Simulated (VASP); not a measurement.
Input of a VASP 6.6.1 run:

File INCAR:

```
SYSTEM = SrO
PREC = Accurate ; ENCUT = 520
EDIFF = 1E-6 ; ISMEAR = 0
SIGMA = 0.05 ; LREAL = .FALSE.
LASPH = .TRUE. ; NELM = 60
ALGO = Normal ; ISIF = 2
LWAVE = .FALSE. ; LCHARG = .FALSE.
GGA = PS ; NBANDS = 24
```

File KPOINTS:

```
regular mesh
0
G
  6 6 6
  0 0 0
```

File POSCAR:

```
SrO
1.0
    3.9334289643      0.0000000000      0.0000000000
   -1.9667144822      3.4064494071      0.0000000000
    0.0000000000      0.0000000000      5.1555949900
Sr O
2 2
Direct
    0.3333333333      0.6666666667      0.9381277000
    0.6666666667      0.3333333333      0.4381277000
    0.3333333333      0.6666666667      0.4368723000
    0.6666666667      0.3333333333      0.9368723000
```

Potentials or basis: VASP PAW PBE potentials, release 64 (Sr_sv, O).

Command:

```bash
$ cat potpaw_PBE.64/Sr_sv/POTCAR potpaw_PBE.64/O/POTCAR > POTCAR
$ mpirun -np 1 vasp_std > vasp.out
```

(1) Estimate the pressure.

(2) Predict the band gap on the k mesh.

Results:

(1) 16.2 GPa.

(2) 2.83 eV (least direct gap 3.13 eV).

Caveat: the cell differs from its parent crystal (strain -0.080 along x and y, +0.000 along z); the cell stands under pressure; the PAW data sets were made with another functional, which shifts forces and pressure a little.
